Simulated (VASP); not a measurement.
**Co: single point with BLYP**

Crystal: Co.

```xyz
2
Lattice="0.0000 2.6452 2.6452 2.6452 0.0000 2.6452 2.6452 2.6452 0.0000" Properties=species:S:1:pos:R:3 pbc="T T T"
Co    0.6613    0.6613    0.6613
Co    4.6291    4.6291    4.6291
```

This isn't the form of Co at room conditions, which is hcp.

```json
{
  "Program": "VASP 6.6.1",
  "Task": "single point",
  "Functional": "BLYP",
  "Potentials or basis": "VASP PAW PBE potentials, release 64 (Co)",
  "Cutoff": "520 eV",
  "k mesh": "12 × 12 × 12",
  "Occupations": "fermi-dirac, width 0.05 eV",
  "Spin": "collinear spin, ferromagnetic start",
  "Starting moments": "[-1.736, -1.736] μB"
}
```

| Quantity | Value |
| --- | --- |
| Pressure | -5.8 GPa |
| Net moment | -3.49 μB per cell |
| Site moments | Co -1.75 μB |
| Valence electrons inside the program's atomic spheres | Co 8.07 |

Levels at points of the mesh, in eV from the Fermi level:
Spin up:
| k point | band 5 | band 6 | band 7 | band 8 | band 9 | band 10 |
| --- | --- | --- | --- | --- | --- | --- |
| (0.00, 0.00, 0.00) | -1.41 | -1.41 | 0.02 | 0.02 | 0.02 | 1.22 |
| (0.50, 0.00, 0.00) | -1.33 | -1.33 | -0.87 | 0.49 | 0.49 | 0.97 |
| (0.50, 0.50, 0.00) | -1.32 | -1.32 | -0.05 | -0.05 | 1.09 | 1.09 |
Spin down:
| k point | band 8 | band 9 | band 10 | band 11 | band 12 | band 13 | band 14 | band 15 |
| --- | --- | --- | --- | --- | --- | --- | --- | --- |
| (0.00, 0.00, 0.00) | -1.58 | -1.58 | -0.81 | -0.81 | 11.02 | 11.02 | 11.02 | 11.56 |
| (0.50, 0.00, 0.00) | -1.37 | -0.99 | -0.85 | -0.85 | 0.38 | 8.02 | 8.02 | 12.00 |
| (0.50, 0.50, 0.00) | -1.89 | -0.71 | -0.71 | 0.99 | 0.99 | 4.36 | 4.36 | 9.02 |

Run time: 2.2 min on 1 thread of Intel(R) Xeon(R) 6975P-C (Granite Rapids), with other jobs on the host, peak memory 0.21 GiB.

Caveat: the cell stands under tension; the PAW data sets were made with another functional, which shifts forces and pressure a little.
